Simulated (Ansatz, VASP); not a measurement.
## One calculation of ZnSnN, two programs

```
Zn Sn N
1.0
     4.07966    0.00000    0.00000
     0.00000    4.07966    0.00000
     0.00000    0.00000    3.61012
Zn Sn N
1 1 1
Direct
  0.50000 0.50000 0.50000
  0.00000 0.00000 0.50000
  0.50000 0.50000 0.00000
```

Alike in both runs: functional PBE; k mesh 4 × 4 × 4; occupations gaussian, width 0.1 eV; no spin polarisation.

Ansatz relaxed the structure, and its values are those at the end. VASP's run is a single point on that final structure, the one shown.

|  | VASP | Ansatz |
| --- | --- | --- |
| version | VASP 6.6.1 | Ansatz 0.2.0 |
| potentials or method | VASP PAW PBE potentials, release 64 (Zn, Sn_d, N), cutoff 520 eV | scalar-relativistic, plane waves, PAW |
| valence electrons in the cell | 31 | 31 |

```csv
,VASP,Ansatz,Ansatz less VASP
gap on the k mesh at the Fermi level (eV),none,none,-
pressure (GPa),0.5,0.2,-0.33
```

A gap of «none» marks a metal or a gap that the smearing closes. The functional is the same, so the differences come from potentials, cutoffs and numerics.

The k mesh is coarse, so the values compare programs but aren't converged.
